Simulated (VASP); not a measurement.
Write the native input for VASP 6.6.1 that does the following.

| Quantity | Value |
| --- | --- |
| Task | single point |
| Functional | PBE |
| Potentials or basis | VASP PAW PBE potentials, release 64 (Al, N) |
| Cutoff | 520 eV |
| k mesh | 6 × 6 × 4 |
| Occupations | gaussian, width 0.05 eV |
| Spin | no spin polarisation |
| Dipole correction | no |
| Further INCAR settings | ALGO = Normal; EDIFF = 1e-06; NBANDS = 16 |

The structure of AlN lies in POSCAR:

```
AlN
1.0
    3.1110021516      0.0000000000      0.0000000000
   -1.5555010758      2.6942068945      0.0000000000
    0.0000000000      0.0000000000      4.9780000000
Al N
2 2
Direct
    0.3479698324      0.6773813276      0.0057990184
    0.6813031657      0.3440479943      0.5057990184
    0.3333333333      0.6666666667      0.3850000000
    0.6666666667      0.3333333333      0.8850000000
```

This cell differs from its parent crystal: all Al atoms moved +0.050 Å, as atom 1 along Cartesian [1 1 1].

These files were run (other wordings do the same):

INCAR

```
SYSTEM = AlN
PREC = Accurate
ENCUT = 520
EDIFF = 1E-6
ISMEAR = 0
SIGMA = 0.05
LREAL = .FALSE.
LASPH = .TRUE.
NELM = 60
ALGO = Normal
ISIF = 2
LWAVE = .FALSE.
LCHARG = .FALSE.
GGA = PE
NBANDS = 16
```

KPOINTS

```
regular mesh
0
G
  6 6 4
  0 0 0
```

Potentials or basis: VASP PAW PBE potentials, release 64 (Al, N).

The run is started by

```console
$ cat potpaw_PBE.64/Al/POTCAR potpaw_PBE.64/N/POTCAR > POTCAR
$ mpirun -np 1 vasp_std > vasp.out
```

It gave:

| Quantity | Value |
| --- | --- |
| Pressure | 4.1 GPa |
| Largest force | 0.650 eV/Å |
| Band gap on the k mesh | 4.23 eV |

Caveat: the cell differs from its parent crystal (all Al atoms moved +0.050 Å, as atom 1 along Cartesian [1 1 1]); the cell stands under pressure.

Wall time 51 s on 1 thread of Intel Xeon 8259CL, with other jobs on the host, peak memory 0.18 GiB.
